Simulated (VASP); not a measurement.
AlCr2C, 8 atoms in the cell. It takes space group P6_3/mmc (No. 194, hexagonal). The conventional cell has a = 2.825 Å, b = 2.825 Å, c = 12.601 Å, α = 90.00°, β = 90.00°, γ = 120.00°. Cr (site symmetry 3m) has 3 C at 1.95 Å and 3 Al at 2.64 Å and 3 Cr at 2.69 Å within 2.7 Å. Within 3.6 Å of Al (site symmetry -6m2) lie 6 Cr at 2.64 Å and 6 Al at 2.83 Å and 6 C at 3.55 Å. C (site symmetry -3m) has 6 Cr at 1.95 Å within 2.6 Å. 

| Property | Result |
| --- | --- |
| Program | VASP 6.6.1 |
| Task | single point |
| Functional | PBEsol |
| Potentials or basis | VASP PAW PBE potentials, release 64 (Cr_pv, Al, C) |
| Cutoff | 520 eV |
| k mesh | 11 × 11 × 2 |
| Occupations | fermi-dirac, width 0.05 eV |
| Spin | collinear spin, ferromagnetic start |
| Starting moments | [3.0, 3.0, 3.0, 3.0, 0.0, 0.0, 0.0, 0.0] μB |
| Dipole correction | no |
| Further INCAR settings | ALGO = Normal; EDIFF = 1e-06; NBANDS = 45 |

Potentials or basis: VASP PAW PBE potentials, release 64 (Cr_pv, Al, C).

Command:

```bash
$ cat potpaw_PBE.64/Cr_pv/POTCAR potpaw_PBE.64/Al/POTCAR potpaw_PBE.64/C/POTCAR > POTCAR
$ mpirun -np 1 vasp_std > vasp.out
```

Hardware: 1 thread of Oxide Virtual Turin-like Processor (shared host).

Question: How long does it take, and how much memory?

Answer: Run time: 8.5 min on 1 thread of Oxide Virtual Turin-like Processor, with other jobs on the host, peak memory 0.34 GiB. Counts: scf iterations 22, k points 32.
